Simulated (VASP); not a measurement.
# SiC3 (R3m) in VASP: single point with r2SCAN

Aim: the single point of SiC3 with r2SCAN.

Program: VASP 6.6.1. These are calculated values, not measurements. Logs are shortened: lines on timing, memory, paths and dates and some standing lists are left out, and cuts for length are marked.

## (1) The cell of the first run

The structure is trigonal, space group R3m (No. 160). Conventional cell: a = 2.748 Å, b = 2.748 Å, c = 14.092 Å, α = 90.00°, β = 90.00°, γ = 120.00°. Within 2.2 Å of C (site symmetry 3m) lie 3 C at 1.67 Å and 1 Si at 1.89 Å. C (site symmetry 3m) has 1 C at 1.53 Å and 3 Si at 1.76 Å within 2.0 Å. Within 2.0 Å of C (site symmetry 3m) lie 4 C at 1.53 to 1.67 Å. Within 2.3 Å of Si (site symmetry 3m) lie 4 C at 1.76 to 1.89 Å.

## (2) Single point, r2SCAN (epitaxial xy strain -2.9%)

POSCAR reads:

```
SiC3
1.0
    1.3739617443      0.7932571828      4.6973960637
   -1.3739617443      0.7932571828      4.6973960637
    0.0000000000     -1.5865143660      4.6973960636
C Si
3 1
Direct
    1.0087035159      0.0087035159      0.0087035159
    0.4878149803      0.4878149803      0.4878149803
    0.3789771080      0.3789771080      0.3789771080
    0.8745043958      0.8745043958      0.8745043958
```

INCAR.step1 reads:

```
ALGO     = Normal         # electronic algorithm
EDIFF    = 1E-5           # SCF threshold, eV
ENCUT    = 1430           # plane-wave cutoff, eV
GGA      = PE             # functional
GGA_COMPAT= False        
ISMEAR   = 0              # smearing method
LASPH    = True           # aspherical terms in the spheres
LCHARG   = False          # write CHGCAR
LREAL    = False          # projectors in reciprocal space
LWAVE    = True           # write WAVECAR
NBANDS   = 16             # bands
NELM     = 120            # most SCF steps
PREC     = Accurate       # precision mode
SIGMA    = 0.01           # smearing width, eV
```

INCAR.step2 reads:

```
ALGO     = Normal         # electronic algorithm
EDIFF    = 1E-6           # SCF threshold, eV
ENCUT    = 1430           # plane-wave cutoff, eV
GGA_COMPAT= False        
ISIF     = 2              # what is computed and relaxed
ISMEAR   = 0              # smearing method
ISTART   = 1            
LASPH    = True           # aspherical terms in the spheres
LCHARG   = False          # write CHGCAR
LMIXTAU  = True         
LREAL    = False          # projectors in reciprocal space
LWAVE    = False          # write WAVECAR
METAGGA  = R2SCAN         # meta-GGA
NBANDS   = 16             # bands
NELM     = 120            # most SCF steps
PREC     = Accurate       # precision mode
SIGMA    = 0.01           # smearing width, eV
```

KPOINTS reads:

```
k-points
0
Gamma
  10 10 10
```

Potentials or basis: VASP PAW PBE potentials, release 64 (C_h, Si).

Run with:

```sh
$ cat potpaw_PBE.64/C_h/POTCAR potpaw_PBE.64/Si/POTCAR > POTCAR
$ cp INCAR.step1 INCAR
$ mpirun -np 1 vasp_std > vasp.out
$ cp INCAR.step2 INCAR
$ mpirun -np 1 vasp_std > vasp.out
```

OUTCAR:

```text
EDIFF = 1E-6
   ENCUT = 1430
   ISIF = 2
   ISMEAR = 0
   ISTART = 1
   LASPH = True
   LREAL = False
   METAGGA = R2SCAN
   NELM = 120
   PREC = Accurate

 ion  position               nearest neighbor table
   1  0.009  0.009  0.009-   4 1.89
   2  0.488  0.488  0.488-   4 1.76   4 1.76   4 1.76
   3  0.379  0.379  0.379-
   4  0.875  0.875  0.875-   2 1.76   2 1.76   2 1.76   1 1.89

  LATTYP: Found a trigonal (rhomboedric) cell.
 ALAT       =     4.9580800328
 COS(alpha) =     0.8464137943

  Lattice vectors:

 A1 = (   1.3739617443,   0.7932571828,   4.6973960637)
 A2 = (  -1.3739617443,   0.7932571828,   4.6973960637)
 A3 = (   0.0000000000,  -1.5865143660,   4.6973960636)

Analysis of symmetry for initial positions (statically):
=====================================================================
 Subroutine PRICEL returns:
 Original cell was already a primitive cell.

 Routine SETGRP: Setting up the symmetry group for a
 trigonal (rhombohedral) supercell.

 Subroutine GETGRP returns: Found  6 space group operations
 (whereof  6 operations were pure point group operations)
 out of a pool of 12 trial point group operations.

The static configuration has the point symmetry C_3v.

Analysis of symmetry for dynamics (positions and initial velocities):
=====================================================================
 Subroutine PRICEL returns:
 Original cell was already a primitive cell.

 Routine SETGRP: Setting up the symmetry group for a
 trigonal (rhombohedral) supercell.

 Subroutine GETGRP returns: Found  6 space group operations
 (whereof  6 operations were pure point group operations)
 out of a pool of 12 trial point group operations.

The dynamic configuration has the point symmetry C_3v.

 Subroutine INISYM returns: Found  6 space group operations
 (whereof  6 operations are pure point group operations),
 and found     1 'primitive' translations

----------------------------------------------------------------------------------------

                                     Primitive cell

  volume of cell :      30.7183

  direct lattice vectors                    reciprocal lattice vectors
     1.373961744  0.793257183  4.697396064     0.363911151  0.210104201  0.070961300
    -1.373961744  0.793257183  4.697396064    -0.363911151  0.210104201  0.070961300
[... 77 lines left out ...]
   NGX,Y,Z   is equivalent  to a cutoff of  21.46, 21.46, 21.46 a.u.
   NGXF,Y,Z  is equivalent  to a cutoff of  42.92, 42.92, 42.92 a.u.
 SYSTEM =  unknown system
   PREC   = accura    normal or accurate (medium, high low for compatibility)
   ISTART =      1    job   : 0-new  1-cont  2-samecut
   ICHARG =      0    charge: 1-file 2-atom 10-const
   ISPIN  =      1    spin polarized calculation?
   LNONCOLLINEAR =      F non collinear calculations
   LSORBIT =      F    spin-orbit coupling
   LASPH  =      T    aspherical Exc in radial PAW
   ENCUT  = 1430.0 eV 105.10 Ry   10.25 a.u.  15.29 15.29 15.29*2*pi/ulx,y,z
   NELM   =    120;   NELMIN=  2; NELMDL=  0     # of ELM steps
   EDIFF  = 0.1E-05   stopping-criterion for ELM
   LREAL  =      F    real-space projection
[... 7 lines left out ...]
   TEBEG  =    0.0;   TEEND  =   0.0 temperature during run
   PSTRESS=    0.0 pullay stress
   NELECT =      16.0000    total number of electrons
   NUPDOWN=      -1.0000    fix difference up-down
   EMIN   =  10.00;   EMAX   =-10.00  energy-range for DOS
   EFERMI =   0.00;   METHOD = LEGACY
   ISMEAR =     0;   SIGMA  =   0.01  broadening in eV -4-tet -1-fermi 0-gaus
   EFERMI_NEDOS =   21; number of points for ismear=-14 and -15
   IALGO  =     38    algorithm
   IMIX   =      4    mixing-type and parameters
     AMIX     =   0.40;   BMIX     =  1.00
     AMIX_MAG =   1.60;   BMIX_MAG =  1.00
  volume/ion in A,a.u.               =       7.68        51.82
  Fermi-wavevector in a.u.,A,eV,Ry     =   1.317192  2.489132 23.606042  1.734995
  Thomas-Fermi vector in A             =   2.447251
   LORBIT       =      0    0 simple, 1 ext, 2 COOP (PROOUT), +10 PAW based schemes
   METAGGA = R2SCAN    functional components
   LHFCALC =     F    Hartree Fock is set to
   AEXX    =    0.0000 exact exchange contribution
   IVDW    =     0    specifies the selected vdW correction
   LEPSILON=     F    determine dielectric tensor
   LRPA    =     F    only Hartree local field effects (RPA)
 non-spin polarized calculation
 Gauss-broadening in eV      SIGMA  =   0.01
  energy-cutoff  :     1430.00
  volume of cell :       30.72
 maximum number of plane-waves:      3815
 NGX is ok and might be reduce to    64
   NGX = 31   NGY = 31   NGZ = 31

 number of electron      16.0000000 magnetization

 Free energy of the ion-electron system (eV)
  ---------------------------------------------------
  ext. energy  EPLUGINS =         0.00000000
  ---------------------------------------------------
  free energy    TOTEN  =       -36.62934293 eV

  energy without entropy =      -36.62934293  energy(sigma->0) =      -36.62934293

 E-fermi :  10.7395     XC(G=0): -13.0324

 val. band max:       10.6973299240   @ k =   0.0000   0.0000   0.0000
 cond. band min:      12.0611242209   @ k =   0.5000   0.5000   0.0000
 fundamental gap:      1.3637942969
 Fermi energy:        10.7395490978

 k-point     1 :       0.0000    0.0000    0.0000
  band No.  band energies     occupation
      1      -9.6144      2.00000
      2      -4.7944      2.00000
      3      -1.8384      2.00000
      4       7.6005      2.00000
      5       7.6005      2.00000
      6       9.2748      2.00000
[... 433 lines left out ...]
      3      -0.0243      2.00000
      4       2.1117      2.00000
      5       3.7871      2.00000
      6       4.6394      2.00000
[... 8 lines left out ...]
     15      24.3858      0.00000
     16      25.1966      0.00000

 [... further k-points ...]
[... 5 lines left out ...]
  --------------------------------------------------------------------------------------
  -------------------------------------------------------------------------------------
  Total        4.3507026      4.3507026     -0.1677164      0.0000000      0.0000000      0.0000000
  in kB      226.9200644    226.9200644     -8.7476014      0.0000000      0.0000000      0.0000000
  external PRESSURE =     148.3641758 kB  Pullay stress =       0.0000000 kB

 VOLUME and BASIS-vectors are now :
 -----------------------------------------------------------------------------
  energy-cutoff  :     1430.00
  volume of cell :       30.72
      direct lattice vectors                 reciprocal lattice vectors
     1.373961744  0.793257183  4.697396064     0.363911151  0.210104201  0.070961300
    -1.373961744  0.793257183  4.697396064    -0.363911151  0.210104201  0.070961300
     0.000000000 -1.586514366  4.697396064     0.000000000 -0.420208402  0.070961300

 POSITION                                       TOTAL-FORCE (eV/Angst)
 -----------------------------------------------------------------------------------
      0.00000     -0.00000      0.12265         0.000000      0.000000     -0.020714
      0.00000     -0.00000      6.87438         0.000000     -0.000000      0.050157
      0.00000     -0.00000      5.34062         0.000000     -0.000000      0.016646
      0.00000     -0.00000     12.32368         0.000000      0.000000     -0.046089
 -----------------------------------------------------------------------------------
    total drift:                                0.000000      0.000000      0.000698

  FREE ENERGIE OF THE ION-ELECTRON SYSTEM (eV)
  ---------------------------------------------------
  free  energy   TOTEN  =       -36.6293429305 eV

  energy  without entropy=      -36.6293429305  energy(sigma->0) =      -36.62934293
```

It took 59 min on 1 thread of Intel Xeon Platinum 8259CL at 2.50GHz (Skylake/Cascade Lake), shared host; peak memory 0.75 GiB.

Results:

* Free energy: -36.6293 eV
* Pressure: 14.8 GPa
* Largest force: 0.050 eV/Å
* Band gap on the k mesh: 1.36 eV (least direct gap 3.25 eV)

Forces on the atoms (eV/Å):
```
C    0.000  0.000 -0.021
C    0.000  0.000  0.050
C    0.000  0.000  0.017
Si   0.000  0.000 -0.046
```

Stress tensor (GPa, compression positive):
```
22.69  0.00  0.00
 0.00 22.69  0.00
 0.00  0.00 -0.87
```

Levels at points of the mesh, in eV from the valence-band top:
| k point | band 4 | band 5 | band 6 | band 7 | band 8 | band 9 | band 10 | band 11 | band 12 | band 13 |
| --- | --- | --- | --- | --- | --- | --- | --- | --- | --- | --- |
| (0.00, 0.00, 0.00) | -3.10 | -3.10 | -1.42 | 0.00 | 0.00 | 4.37 | 5.01 | 5.23 | 5.23 | 9.52 |
| (0.50, 0.00, 0.00) | -9.01 | -7.36 | -5.70 | -5.58 | -2.62 | 3.54 | 4.44 | 6.32 | 9.65 | 9.71 |
| (0.50, 0.50, 0.00) | -10.43 | -6.29 | -5.86 | -2.93 | -1.88 | 1.36 | 2.97 | 6.75 | 7.08 | 7.34 |
| (0.50, 0.50, 0.50) | -5.96 | -3.03 | -3.03 | -0.29 | -0.29 | 4.99 | 5.78 | 5.78 | 6.14 | 10.12 |

Caveat: the cell differs from its parent crystal (epitaxial xy strain -2.9%); the stress differs along the axes, from -1 to 23 GPa; the PAW data sets were made with another functional, which shifts forces and pressure a little. A k mesh can miss the band edges.
